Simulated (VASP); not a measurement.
A run of VASP 6.6.1 is set up as follows.

Contents of INCAR:

```
PREC = Accurate ; ENCUT = 520
EDIFF = 1E-7 ; ISMEAR = -1
SIGMA = 0.01 ; LREAL = False
LASPH = True ; NELM = 60
ALGO = Normal ; ISIF = 2
LWAVE = False ; LCHARG = True
GGA = CA ; LELF = True
LVHAR = True ; NBANDS = 27
```

File KPOINTS:

```
Automatic mesh
0
Gamma
  5 5 5
```

Contents of POSCAR:

```
KTaO3
1.0
    3.9883000000      0.0000000000      0.0000000000
    0.0000000000      3.9883000000      0.0000000000
    0.0000000000      0.0000000000      4.1079490000
K Ta O
1 1 3
Direct
    0.5000000000      0.5000000000      0.5000000000
    0.0000000000      0.0000000000      0.0000000000
    0.5000000000      0.0000000000      0.0000000000
    0.0000000000      0.5000000000      0.0000000000
    0.0000000000      0.0000000000      0.5000000000
```

Potentials or basis: VASP PAW LDA potentials, release 64 (K_sv, Ta_pv, O).

Launch:

```sh
$ cat potpaw_LDA.64/K_sv/POTCAR potpaw_LDA.64/Ta_pv/POTCAR potpaw_LDA.64/O/POTCAR > POTCAR
$ mpirun -np 1 vasp_std > vasp.out
```

(1) What does it give for the band gap on the k mesh?

(2) What does it give for the pressure?

## Answers

(1) 2.04 eV (least direct gap 2.55 eV).

(2) -9.6 GPa.

Caveat: the cell differs from its parent crystal (zz strain of +3 %); the cell stands under tension; spin-orbit coupling is left out, which moves the levels of the heavy elements; an odd mesh through Γ misses points on the zone boundary, where band edges can lie.
